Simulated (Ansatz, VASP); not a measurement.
## Ba3S4 in VASP and in Ansatz

```
Ba S
1.0
     6.36863    0.00000    0.00000
     0.00000    6.36863    0.00000
     0.00000    0.00000    6.36863
Ba S
3 4
Direct
  0.50000 0.00000 0.00000
  0.00000 0.50000 0.00000
  0.00000 0.00000 0.50000
  0.00000 0.50000 0.50000
  0.50000 0.00000 0.50000
  0.50000 0.50000 0.00000
  0.00000 0.00000 0.00000
```

Change from the starting cell: ordered vacancies on the cation sites of rock salt (Pm-3m, No. 221).

Alike in both runs: functional PBE; k mesh 6 × 6 × 6; occupations gaussian, width 0.1 eV; no spin polarisation.

Ansatz relaxed the structure, and its values are those at the end. VASP's run is a single point on that final structure, the one shown.

|  | VASP | Ansatz |
| --- | --- | --- |
| version | VASP 6.6.1 | Ansatz 0.2.0 |
| potentials or method | VASP PAW PBE potentials, release 64 (Ba_sv, S), cutoff 520 eV | scalar-relativistic, plane waves, PAW |
| valence electrons in the cell | 54 | 54 |

|  | VASP | Ansatz | Ansatz less VASP |
| --- | --- | --- | --- |
| gap on the k mesh at the Fermi level (eV) | none | none | - |
| pressure (GPa) | 0.4 | 0.0 | -0.43 |

A gap of «none» marks a metal or a gap that the smearing closes.

Spin-orbit coupling is off throughout.
